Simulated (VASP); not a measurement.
Here is a VASP 6.6.1 calculation.

Contents of INCAR:

```
SYSTEM = Se
PREC = Accurate
ENCUT = 520
EDIFF = 1E-6
ISMEAR = 0
SIGMA = 0.1
LREAL = .False.
LASPH = .True.
NELM = 80
ALGO = Normal
ISIF = 2
LWAVE = .False.
LCHARG = .True.
GGA = PE
LELF = .True.
LVHAR = .True.
NBANDS = 13
```

File KPOINTS:

```
regular mesh
0
Gamma
  2 2 2
  0 0 0
```

Contents of POSCAR:

```
Se
1.0
    1.3942694300     -4.0390027650      0.0000000000
    1.3942694300      4.0390027650      0.0000000000
    0.0000000000      0.0000000000      4.6134314000
Se
2
Direct
    0.9356553200      0.0643446800      0.2500000000
    0.0643446800      0.9356553200      0.7500000000
```

Potentials or basis: VASP PAW PBE potentials, release 64 (Se).

Launch:

```bash
$ cat potpaw_PBE.64/Se/POTCAR > POTCAR
$ mpirun -np 1 vasp_std > vasp.out
```

(1) What does it give for the band gap on the k mesh?

(2) What does it give for the pressure?

(3) Estimate the largest force.

Answers

(1) zero (band 6 reaches 5.04 eV, above the bottom of band 7 at 2.94 eV).

(2) 0.7 GPa.

(3) 2.596 eV/Å.

Caveat: the k points lie up to 1.19 Å⁻¹ apart; forces of over 1 eV/Å act on the atoms, so gaps and moduli don't describe the material at rest.
